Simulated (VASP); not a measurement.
Here is a VASP 6.6.1 calculation.

INCAR

```
  PREC = Accurate
  ENCUT = 520
  EDIFF = 1E-7
  ISMEAR = -1
  SIGMA = 0.1
  LREAL = False
  LASPH = True
  NELM = 60
  ALGO = Normal
  ISIF = 2
  LWAVE = False
  LCHARG = False
  NBANDS = 10
```

KPOINTS

```
regular mesh
0
Gamma
  23 23 23
```

The input POSCAR:

```
Re
1.0
    0.0000000000      1.9301706271      1.9301706271
    1.9301706271      0.0000000000      1.9301706271
    1.9301706271      1.9301706271      0.0000000000
Re
1
Direct
    0.0000000000      0.0000000000      0.0000000000
```

Potentials or basis: VASP PAW LDA potentials, release 64 (Re).

Launch:

```console
$ cat potpaw_LDA.64/Re/POTCAR > POTCAR
$ mpirun -np 1 vasp_std > vasp.out
```

Task: Predict the pressure.

Result: 1.6 GPa.

Task: Predict the band gap on the k mesh.

Result: Zero (an odd number of electrons rules out a gap without spin polarisation).

Caveat: spin-orbit coupling is left out, which moves the levels of the heavy elements.
